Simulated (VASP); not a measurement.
TlS, 2 atoms in the cell. The structure is cubic, space group Pm-3m (No. 221). Conventional cell: a = 3.596 Å, b = 3.596 Å, c = 3.596 Å, α = 90.00°, β = 90.00°, γ = 90.00°. Within 4.1 Å of Tl (site symmetry m-3m) lie 8 S at 3.11 Å and 6 Tl at 3.60 Å. S (site symmetry m-3m) has 8 Tl at 3.11 Å and 6 S at 3.60 Å within 4.1 Å. 

| Item | Value |
| --- | --- |
| Program | VASP 6.6.1 |
| Task | single point |
| Functional | r2SCAN |
| Potentials or basis | VASP PAW PBE potentials, release 64 (Tl_d, S) |
| Cutoff | 550 eV |
| k mesh | 7 × 7 × 7 |
| Occupations | gaussian, width 0.15 eV |
| Spin | no spin polarisation |
| Dipole correction | no |
| Further INCAR settings | ALGO = Normal; EDIFF = 1e-06; NBANDS = 16 |

Potentials or basis: VASP PAW PBE potentials, release 64 (Tl_d, S).

Command:

```bash
$ cat potpaw_PBE.64/Tl_d/POTCAR potpaw_PBE.64/S/POTCAR > POTCAR
$ cp INCAR.step1 INCAR
$ mpirun -np 1 vasp_std > vasp.out
$ cp INCAR.step2 INCAR
$ mpirun -np 1 vasp_std > vasp.out
```

Hardware: 1 thread of Intel Xeon 8259CL (shared host).

**Question.** Estimate the wall time of this run.

**Answer.** Wall time 97 s on 1 thread of Intel Xeon 8259CL, on a shared host, peak memory 0.17 GiB. Counts: k points 20.
